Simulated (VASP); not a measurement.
A run of VASP 6.6.1:

File INCAR:

```
  GGA = PE
  ISMEAR = 0
  SIGMA = 0.03
  LWAVE = F
  LCHARG = F
  ISIF = 0
  PREC = Accurate
  LASPH = T
  LREAL = Auto
  ALGO = Normal
  EDIFF = 1E-6
  NELM = 120
  GGA_COMPAT = F
  ENCUT = 520
  EFERMI = MIDGAP
  NELMDL = -8
  ROPT = -0.00025 -0.00025 -0.00025
  ADDGRID = F
```

The input KPOINTS:

```
k-points
0
Gamma
  1 1 1
```

File POSCAR:

```
H3CBr
1.0
   11.0000000000      0.0000000000      0.0000000000
    0.0000000000     12.0000000000      0.0000000000
    0.0000000000      0.0000000000     11.0000000000
C Br H
1 1 3
Direct
    0.4871500000      0.5199958300      0.5045454500
    0.5878227300      0.4126625000      0.4207636400
    0.5437681800      0.5908375000      0.5284454500
    0.4507863600      0.4801875000      0.5854181800
    0.4145409100      0.5447958300      0.4479181800
```

Potentials or basis: VASP PAW PBE potentials, release 64 (C, Br, H).

Run with:

```console
$ cat potpaw_PBE.64/C/POTCAR potpaw_PBE.64/Br/POTCAR potpaw_PBE.64/H/POTCAR > POTCAR
$ mpirun -np 1 vasp_gam > vasp.out
```

Hardware: 1 thread of Intel(R) Xeon(R) Platinum 8488C (Sapphire Rapids), on a shared host.

Question: How long does it take, and how much memory?

Answer: Run time: 85 s on 1 thread of Intel(R) Xeon(R) Platinum 8488C (Sapphire Rapids) (shared host), peak memory 1.1 GiB. Counts: scf iterations 25, k points 1.
